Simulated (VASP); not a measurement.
Input of a VASP 6.6.1 run:

INCAR

```
ALGO     = Normal         # electronic algorithm
EDIFF    = 1E-6           # SCF threshold, eV
EDIFFG   = -0.02          # ionic threshold
ENCUT    = 600            # plane-wave cutoff, eV
GGA      = PS             # functional
IBRION   = 2              # ionic algorithm
ISIF     = 3              # what is computed and relaxed
ISMEAR   = -1             # smearing method
LASPH    = True           # aspherical terms in the spheres
LCHARG   = False          # write CHGCAR
LREAL    = False          # projectors in reciprocal space
LWAVE    = False          # write WAVECAR
NELM     = 60             # most SCF steps
NSW      = 80             # ionic steps
PREC     = Accurate       # precision mode
SIGMA    = 0.05           # smearing width, eV
```

The input KPOINTS:

```
k-points
0
Gamma
  9 9 5
```

Contents of POSCAR:

```
CuO
1.0
    2.8795009639      0.0000000000      0.0000000000
    0.0390727580      2.8792794796      0.0000000000
    0.0174953863      0.0172449008      5.1763391994
Cu O
2 2
Direct
    0.0000000000      0.5000000000      0.0000000000
    0.5000000000      0.0000000000      0.5000000000
    0.9984239700      0.0016717800      0.7498871000
    0.0015760300      0.9983282200      0.2501129000
```

Potentials or basis: VASP PAW PBE potentials, release 64 (Cu, O).

The run is started by

```bash
$ cat potpaw_PBE.64/Cu/POTCAR potpaw_PBE.64/O/POTCAR > POTCAR
$ mpirun -np 1 vasp_std > vasp.out
```

(1) Predict the space group after relaxing (to 0.1 Å).

(2) Predict the band gap on the k mesh.

Results:

(1) P4_2/mmc (No. 131).

(2) zero (bands 17 and 18 overlap by 0.98 eV).

Caveat: semilocal functionals often make such compounds metallic where correlation or magnetic order opens a gap, which also shifts bond lengths.
